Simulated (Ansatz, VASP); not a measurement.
**NbH2 in VASP and in Ansatz**

INCAR

```
SYSTEM = NbH2
PREC     = Accurate       ! precision mode
ENCUT    = 520            ! plane-wave cutoff, eV
EDIFF    = 1E-6           ! SCF threshold, eV
ISMEAR   = 0              ! smearing method
SIGMA    = 0.15           ! smearing width, eV
LREAL    = .False.        ! projectors in reciprocal space
LASPH    = .True.         ! aspherical terms in the spheres
NELM     = 100            ! most SCF steps
ALGO     = Normal         ! electronic algorithm
ISIF     = 2              ! what is computed and relaxed
LWAVE    = .False.        ! write WAVECAR
LCHARG   = .True.         ! write CHGCAR
GGA      = CA             ! functional
LELF     = .True.         ! ELF
LVHAR    = .True.       
NBANDS   = 14             ! bands
```

KPOINTS

```
Automatic mesh
0
Gamma
  18 18 18
  0 0 0
```

The input POSCAR:

```
NbH2
1.0
    0.0000000000      2.5848469851      2.2476930305
    1.9105390759      0.0000000000      2.2476930305
    1.9105390759      2.5848469851      0.0000000000
Nb H
1 2
Direct
    0.0000000000      0.0000000000      0.0000000000
    0.2500000000      0.2500000000      0.2500000000
    0.7500000000      0.7500000000      0.7500000000
```

Input for Ansatz:

```yaml
crystal:
  lattice:
    - [0.0, 2.5848469851, 2.2476930305]
    - [1.9105390759, 0.0, 2.2476930305]
    - [1.9105390759, 2.5848469851, 0.0]
  atoms:
    - { symbol: Nb, position: [0.0, 0.0, 0.0] }
    - { symbol: H, position: [0.25, 0.25, 0.25] }
    - { symbol: H, position: [0.75, 0.75, 0.75] }
basis:
  ecutwfc: 420
kpoints:
  mp_grid: { grid: [18, 18, 18] }
hamiltonian:
  xc: lda
scf:
  occupations: { method: gaussian, width: 0.15 }
output:
  forces: true
  stress: true
  eigenvalues: true
```

Change from the starting cell: strain -0.1500 x Voigt [1, -1, 0, 0, 0, 0], atoms carried along.

Alike in both runs: task single point; functional LDA; k mesh 18 × 18 × 18; occupations gaussian, width 0.15 eV; no spin polarisation.

```csv
,VASP,Ansatz
version,VASP 6.6.1,Ansatz 0.2.0
potentials or method,"VASP PAW LDA potentials, release 64 (Nb_sv, H), cutoff 520 eV","scalar-relativistic, plane waves, PAW"
valence electrons in the cell,15,15
```

VASP gave:

| Property | Result |
| --- | --- |
| gap on the k mesh at the Fermi level (eV) | none |
| pressure (GPa) | 2.8 |
| traceless stress, the component that is largest in VASP (GPa) | -13.22 |

Problem. Which values does Ansatz return?

Solution. gap on the k mesh at the Fermi level (eV): none; pressure (GPa): 3.0; traceless stress, the component that is largest in VASP (GPa): -13.21.

LDA's correlation is that of Perdew and Zunger in VASP and of Perdew and Wang (1992) in Ansatz. A gap of «none» marks a metal or a gap that the smearing closes.
